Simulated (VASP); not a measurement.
# Sn: single point with PBE+D3(BJ)

The system is Sn.

```
CELL_PARAMETERS angstrom
-1.61405 1.61424 1.99409
1.61405 -1.61424 1.99409
1.61405 1.61424 -1.99409
ATOMIC_POSITIONS crystal
Sn 0.00000 0.00000 0.00000
```

This cell differs from its parent crystal: strain -0.080 along x and y, -0.080 along z.

```json
{
 "Program": "VASP 6.6.1",
 "Task": "single point",
 "Functional": "PBE",
 "Dispersion": "D3(BJ)",
 "Potentials or basis": "VASP PAW PBE potentials, release 64 (Sn_d)",
 "Cutoff": "520 eV",
 "k mesh": "24 × 24 × 24",
 "Occupations": "gaussian, width 0.15 eV",
 "Spin": "no spin polarisation"
}
```

- Pressure: 24.0 GPa
- Band gap on the k mesh: zero (band 7 reaches 21.83 eV, above the bottom of band 8 at 8.82 eV)
- Dispersion energy per atom: -0.507 eV

Stress tensor (GPa, compression positive):
```
24.72  0.00  0.00
 0.00 24.72  0.00
 0.00  0.00 22.52
```

Levels at points of the mesh, in eV from the Fermi level:
```csv
k point,band 4,band 5,band 6,band 7,band 8,band 9,band 10,band 11
"(0.00, 0.00, 0.00)",-21.79,-21.65,-13.46,9.91,10.27,10.28,10.93,13.76
"(0.50, 0.00, 0.00)",-21.60,-21.52,-7.28,-6.28,6.05,7.60,10.80,11.26
"(0.00, 0.50, 0.00)",-21.60,-21.52,-7.28,-6.28,6.04,7.60,10.79,11.25
"(0.50, 0.50, 0.00)",-21.58,-21.47,-5.55,-5.48,2.78,3.60,7.04,7.42
"(0.50, 0.50, 0.50)",-21.50,-21.50,-3.74,-2.74,0.91,0.91,4.75,5.11
```

Run time: 3.3 min on 1 thread of Intel(R) Xeon(R) Platinum 8488C (Sapphire Rapids) (shared host), peak memory 0.57 GiB.

Caveat: the cell differs from its parent crystal (strain -0.080 along x and y, -0.080 along z); spin-orbit coupling is left out, which moves the levels of the heavy elements; pairwise dispersion overbinds metals, which lowers pressure and volume.
